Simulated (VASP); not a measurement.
# TaSi2 (P6_422) in VASP: a series of runs, part 2 of 2

VASP 6.6.1. Earlier steps stand in the parts before.

### Step 3. Single point, r2SCAN (biaxial strain in the a-b plane: -2.0 %, then relaxed in part)

POSCAR

```
TaSi2
1.0
    4.6843681870      0.0000000000      0.0000000000
   -2.3421840935      4.0567818506      0.0000000000
    0.0000000000      0.0000000000      6.6129426546
Ta Si
3 6
Direct
    0.5000000000      0.0000000000      0.0000000000
    0.5000000000      0.5000000000      0.6666666667
    0.0000000000      0.5000000000      0.3333333333
    0.1592946395      0.3185892789      0.0000000000
    0.8407053605      0.1592946395      0.6666666667
    0.6814107211      0.8407053605      0.3333333333
    0.8407053605      0.6814107211      0.0000000000
    0.1592946395      0.8407053605      0.6666666667
    0.3185892789      0.1592946395      0.3333333333
```

INCAR.step1

```
SYSTEM = TaSi2
ALGO     = Normal         ! electronic algorithm
EDIFF    = 1E-4           ! SCF threshold, eV
ENCUT    = 520            ! plane-wave cutoff, eV
GGA      = PE             ! functional
ISMEAR   = 0              ! smearing method
LASPH    = .TRUE.         ! aspherical terms in the spheres
LCHARG   = .FALSE.        ! write CHGCAR
LREAL    = .FALSE.        ! projectors in reciprocal space
LWAVE    = .TRUE.         ! write WAVECAR
NBANDS   = 38             ! bands
NELM     = 60             ! most SCF steps
PREC     = Accurate       ! precision mode
SIGMA    = 0.1            ! smearing width, eV
```

INCAR.step2

```
SYSTEM = TaSi2
ALGO     = Normal         ! electronic algorithm
EDIFF    = 1E-6           ! SCF threshold, eV
ENCUT    = 520            ! plane-wave cutoff, eV
ISIF     = 2              ! what is computed and relaxed
ISMEAR   = 0              ! smearing method
ISTART   = 1            
LASPH    = .TRUE.         ! aspherical terms in the spheres
LCHARG   = .FALSE.        ! write CHGCAR
LMIXTAU  = .TRUE.       
LREAL    = .FALSE.        ! projectors in reciprocal space
LWAVE    = .FALSE.        ! write WAVECAR
METAGGA  = R2SCAN         ! meta-GGA
NBANDS   = 38             ! bands
NELM     = 60             ! most SCF steps
PREC     = Accurate       ! precision mode
SIGMA    = 0.1            ! smearing width, eV
```

KPOINTS

```
k-points
0
G
  12 12 6
  0 0 0
```

Potentials or basis: VASP PAW PBE potentials, release 64 (Ta_pv, Si).

Launch:

```console
cat potpaw_PBE.64/Ta_pv/POTCAR potpaw_PBE.64/Si/POTCAR > POTCAR
cp INCAR.step1 INCAR
mpirun -np 1 vasp_std > vasp.out
cp INCAR.step2 INCAR
mpirun -np 1 vasp_std > vasp.out
```

OUTCAR:

```text
SYSTEM = TaSi2
   EDIFF = 1E-6
   ENCUT = 520
   ISIF = 2
   ISMEAR = 0
   ISTART = 1
   LASPH = .TRUE.
   LREAL = .FALSE.
   METAGGA = R2SCAN
   NELM = 60
   PREC = Accurate

 ion  position               nearest neighbor table
   1  0.500  0.000  0.000-   5 2.60   8 2.60   6 2.60   9 2.60   4 2.68   7 2.68   4 2.68   7 2.68
                             4 2.76   7 2.76   2 3.22   2 3.22   3 3.22   3 3.22
   2  0.500  0.500  0.667-   4 2.60   7 2.60   6 2.60   9 2.60   5 2.68   8 2.68   8 2.68   5 2.68
                             8 2.76   5 2.76   1 3.22   1 3.22   3 3.22   3 3.22
   3  0.000  0.500  0.333-   4 2.60   7 2.60   5 2.60   8 2.60   6 2.68   9 2.68   9 2.68   6 2.68
                             6 2.76   9 2.76   1 3.22   1 3.22   2 3.22   2 3.22
   4  0.159  0.319  0.000-   9 2.56   5 2.56   7 2.58   2 2.60   3 2.60   1 2.68   1 2.68   1 2.76
                             7 2.77   7 2.77   8 3.14   6 3.14
   5  0.841  0.159  0.667-   4 2.56   6 2.56   8 2.58   1 2.60   3 2.60   2 2.68   2 2.68   2 2.76
                             8 2.77   8 2.77   7 3.14   9 3.14
   6  0.681  0.841  0.333-   7 2.56   5 2.56   9 2.58   1 2.60   2 2.60   3 2.68   3 2.68   3 2.76
                             9 2.77   9 2.77   4 3.14   8 3.14
   7  0.841  0.681  0.000-   6 2.56   8 2.56   4 2.58   2 2.60   3 2.60   1 2.68   1 2.68   1 2.76
                             4 2.77   4 2.77   5 3.14   9 3.14
   8  0.159  0.841  0.667-   7 2.56   9 2.56   5 2.58   1 2.60   3 2.60   2 2.68   2 2.68   2 2.76
                             5 2.77   5 2.77   4 3.14   6 3.14
   9  0.319  0.159  0.333-   4 2.56   8 2.56   6 2.58   1 2.60   2 2.60   3 2.68   3 2.68   3 2.76
                             6 2.77   6 2.77   7 3.14   5 3.14

  LATTYP: Found a hexagonal cell.
 ALAT       =     4.6843681870
 C/A-ratio  =     1.4117042877

  Lattice vectors:

 A1 = (   4.6843681870,   0.0000000000,   0.0000000000)
 A2 = (  -2.3421840935,   4.0567818506,   0.0000000000)
 A3 = (   0.0000000000,   0.0000000000,   6.6129426546)

Analysis of symmetry for initial positions (statically):
=====================================================================
 Subroutine PRICEL returns:
 Original cell was already a primitive cell.

 Routine SETGRP: Setting up the symmetry group for a
 hexagonal supercell.

 Subroutine GETGRP returns: Found 12 space group operations
 (whereof  4 operations were pure point group operations)
 out of a pool of 24 trial point group operations.

The static configuration has the point symmetry D_2 .
 The point group associated with its full space group is D_6 .

Analysis of symmetry for dynamics (positions and initial velocities):
=====================================================================
 Subroutine PRICEL returns:
 Original cell was already a primitive cell.

 Routine SETGRP: Setting up the symmetry group for a
 hexagonal supercell.

 Subroutine GETGRP returns: Found 12 space group operations
 (whereof  4 operations were pure point group operations)
 out of a pool of 24 trial point group operations.

The dynamic configuration has the point symmetry D_2 .
 The point group associated with its full space group is D_6 .

 Subroutine INISYM returns: Found 12 space group operations
 (whereof  4 operations are pure point group operations),
 and found     1 'primitive' translations

----------------------------------------------------------------------------------------
[... 90 lines left out ...]
   number of dos      NEDOS =    301   number of ions     NIONS =      9
   total plane-waves  NPLWV =  64800
   dimension x,y,z NGX =    36 NGY =   36 NGZ =   50
   dimension x,y,z NGXF=    72 NGYF=   72 NGZF=  100
   ions per type =               3   6
   NGX,Y,Z   is equivalent  to a cutoff of  12.78, 12.78, 12.57 a.u.
   NGXF,Y,Z  is equivalent  to a cutoff of  25.55, 25.55, 25.14 a.u.
 SYSTEM =  TaSi2
   PREC   = accura    normal or accurate (medium, high low for compatibility)
   ISTART =      1    job   : 0-new  1-cont  2-samecut
   ICHARG =      0    charge: 1-file 2-atom 10-const
   ISPIN  =      1    spin polarized calculation?
   LNONCOLLINEAR =      F non collinear calculations
   LSORBIT =      F    spin-orbit coupling
   LASPH  =      T    aspherical Exc in radial PAW
   ENCUT  =  520.0 eV  38.22 Ry    6.18 a.u.   8.71  8.71 12.30*2*pi/ulx,y,z
   NELM   =     60;   NELMIN=  2; NELMDL=  0     # of ELM steps
   EDIFF  = 0.1E-05   stopping-criterion for ELM
   LREAL  =      F    real-space projection
   EDIFFG = 0.1E-04   stopping-criterion for IOM
   NSW    =      0    number of steps for IOM
   IBRION =     -1    ionic relax: 0-MD 1-quasi-New 2-CG
   NFREE  =      0    steps in history (QN), initial steepest desc. (CG)
   ISIF   =      2    stress and relaxation
   ISYM   =      2    0-nonsym 1-usesym 2-fastsym
   POTIM  = 0.5000    time-step for ionic-motion
   TEBEG  =    0.0;   TEEND  =   0.0 temperature during run
   PSTRESS=    0.0 pullay stress
   NELECT =      57.0000    total number of electrons
   NUPDOWN=      -1.0000    fix difference up-down
   EMIN   =  10.00;   EMAX   =-10.00  energy-range for DOS
   EFERMI =   0.00;   METHOD = LEGACY
   ISMEAR =     0;   SIGMA  =   0.10  broadening in eV -4-tet -1-fermi 0-gaus
   EFERMI_NEDOS =   21; number of points for ismear=-14 and -15
   IALGO  =     38    algorithm
   IMIX   =      4    mixing-type and parameters
     AMIX     =   0.40;   BMIX     =  1.00
     AMIX_MAG =   1.60;   BMIX_MAG =  1.00
  volume/ion in A,a.u.               =      13.96        94.23
  Fermi-wavevector in a.u.,A,eV,Ry     =   1.257836  2.376965 21.526472  1.582151
  Thomas-Fermi vector in A             =   2.391475
   LORBIT       =      0    0 simple, 1 ext, 2 COOP (PROOUT), +10 PAW based schemes
   METAGGA = R2SCAN    functional components
   LHFCALC =     F    Hartree Fock is set to
   AEXX    =    0.0000 exact exchange contribution
   IVDW    =     0    specifies the selected vdW correction
   LEPSILON=     F    determine dielectric tensor
   LRPA    =     F    only Hartree local field effects (RPA)
 non-spin polarized calculation
 Gauss-broadening in eV      SIGMA  =   0.10
  energy-cutoff  :      520.00
  volume of cell :      125.67
 maximum number of plane-waves:      3405
 NGX is ok and might be reduce to    36
   NGX = 17   NGY = 17   NGZ = 25

 number of electron      56.9999996 magnetization

 Free energy of the ion-electron system (eV)
  ---------------------------------------------------
  ext. energy  EPLUGINS =         0.00000000
  ---------------------------------------------------
  free energy    TOTEN  =      -202.27626012 eV

  energy without entropy =     -202.25675319  energy(sigma->0) =     -202.26650665

 E-fermi :   9.7647     XC(G=0): -13.1719

 val. band max:        9.7592673287   @ k =   0.5000  -0.0000   0.1667
 cond. band min:       9.7751142004   @ k =   0.3333   0.2500   0.0000
 fundamental gap:      0.0158468717
 Fermi energy:         9.7646596998

 k-point     1 :       0.0000    0.0000    0.0000
  band No.  band energies     occupation
      1     -25.7752      2.00000
      2     -25.7752      2.00000
      3     -25.7508      2.00000
      4     -25.6773      2.00000
      5     -25.6773      2.00000
      6     -25.5766      2.00000
[... 973 lines left out ...]
     37      14.2994      0.00000
     38      14.5202      0.00000

 [... further k-points ...]

------------------------ aborting loop because EDIFF is reached ----------------------------------------

  FORCE on cell =-STRESS in cart. coord.  units (eV):
  Direction    XX          YY          ZZ          XY          YZ          ZX
  --------------------------------------------------------------------------------------
  -------------------------------------------------------------------------------------
  Total        7.3429673      7.3429673      0.2363703      0.0000000      0.0000000      0.0000000
  in kB       93.6170045     93.6170045      3.0135337      0.0000000      0.0000000      0.0000000
  external PRESSURE =      63.4158476 kB  Pullay stress =       0.0000000 kB

 VOLUME and BASIS-vectors are now :
 -----------------------------------------------------------------------------
  energy-cutoff  :      520.00
  volume of cell :      125.67
      direct lattice vectors                 reciprocal lattice vectors
     4.684368187  0.000000000  0.000000000     0.213475961  0.123250404  0.000000000
    -2.342184093  4.056781851  0.000000000     0.000000000  0.246500807  0.000000000
     0.000000000  0.000000000  6.612942655     0.000000000  0.000000000  0.151218611

 POSITION                                       TOTAL-FORCE (eV/Angst)
 -----------------------------------------------------------------------------------
      2.34218      0.00000      0.00000         0.000000      0.000000     -0.000000
      1.17109      2.02839      4.40863         0.000000      0.000000     -0.000000
     -1.17109      2.02839      2.20431         0.000000      0.000000     -0.000000
      0.00000      1.29245      0.00000         0.000000     -0.009442     -0.000000
      3.56508      0.64622      4.40863         0.008177     -0.004721      0.000000
      1.22289      3.41056      2.20431         0.008177      0.004721     -0.000000
      2.34218      2.76433      0.00000         0.000000      0.009442     -0.000000
     -1.22289      3.41056      4.40863        -0.008177      0.004721      0.000000
      1.11929      0.64622      2.20431        -0.008177     -0.004721     -0.000000
 -----------------------------------------------------------------------------------
    total drift:                                0.000000     -0.000000     -0.000001

  FREE ENERGIE OF THE ION-ELECTRON SYSTEM (eV)
  ---------------------------------------------------
  free  energy   TOTEN  =      -202.2762601157 eV

  energy  without entropy=     -202.2567531934  energy(sigma->0) =     -202.26650665
```

Wall time 39 min (1 thread of AMD EPYC 7R43 (Zen 3), shared host); peak memory 0.41 GiB.

Results:

| Property | Result |
| --- | --- |
| Free energy | -202.2763 eV |
| Pressure | 6.3 GPa |
| Largest force | 0.009 eV/Å |
| Band gap on the k mesh | zero (an odd number of electrons rules out a gap without spin polarisation) |

Forces on the atoms (eV/Å):
```
Ta   0.000  0.000  0.000
Ta   0.000  0.000  0.000
Ta   0.000  0.000  0.000
Si   0.000 -0.009  0.000
Si   0.008 -0.005  0.000
Si   0.008  0.005  0.000
Si   0.000  0.009  0.000
Si  -0.008  0.005  0.000
Si  -0.008 -0.005  0.000
```

Caveat: the cell differs from its parent crystal (biaxial strain in the a-b plane: -2.0 %, then relaxed in part); the stress differs along the axes, from 0 to 9 GPa; the PAW data sets were made with another functional, which shifts forces and pressure a little; spin-orbit coupling is left out, which moves the levels of the heavy elements; an odd number of electrons without spin polarisation forces a metal; a magnetic or distorted state may lie lower.
